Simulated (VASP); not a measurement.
Input of a VASP 6.6.1 run:

Contents of POSCAR:

```
HfB2
1.0
    3.1359334808      0.0000000000      0.0000000000
   -1.5679667404      2.7157980589      0.0000000000
    0.0000000000      0.0000000000      3.4811284073
Hf B
1 2
Direct
    0.0000000000      0.0000000000      0.0000000000
    0.3333333333      0.6666666667      0.5000000000
    0.6666666667      0.3333333333      0.5000000000
```

Contents of INCAR.step1:

```
SYSTEM = HfB2
PREC = Accurate
ENCUT = 520
ISMEAR = 0
SIGMA = 0.1
LREAL = .False.
LASPH = .True.
NELM = 100
NBANDS = 15
GGA = PE
ALGO = Normal
EDIFF = 1E-4
LWAVE = .True.
LCHARG = .False.
```

Contents of INCAR.step2:

```
SYSTEM = HfB2
PREC = Accurate
ENCUT = 520
EDIFF = 1E-7
ISMEAR = 0
SIGMA = 0.1
LREAL = .False.
LASPH = .True.
NELM = 100
ALGO = Normal
ISIF = 2
LWAVE = .False.
LCHARG = .False.
METAGGA = R2SCAN
LMIXTAU = .True.
NBANDS = 15
ISTART = 1
```

The input KPOINTS:

```
Automatic mesh
0
Gamma
  15 15 12
  0 0 0
```

Potentials or basis: VASP PAW PBE potentials, release 64 (Hf_pv, B).

Launch:

```bash
$ cat potpaw_PBE.64/Hf_pv/POTCAR potpaw_PBE.64/B/POTCAR > POTCAR
$ cp INCAR.step1 INCAR
$ mpirun -np 1 vasp_std > vasp.out
$ cp INCAR.step2 INCAR
$ mpirun -np 1 vasp_std > vasp.out
```

Predict the pressure.

-0.6 GPa.

What does it give for the band gap on the k mesh?

Zero (bands 8 and 9 overlap by 1.10 eV).

Stress tensor (GPa, compression positive):
```
-0.67  0.00  0.00
 0.00 -0.67  0.00
 0.00  0.00 -0.58
```

Caveat: the PAW data sets were made with another functional, which shifts forces and pressure a little; spin-orbit coupling is left out, which moves the levels of the heavy elements.
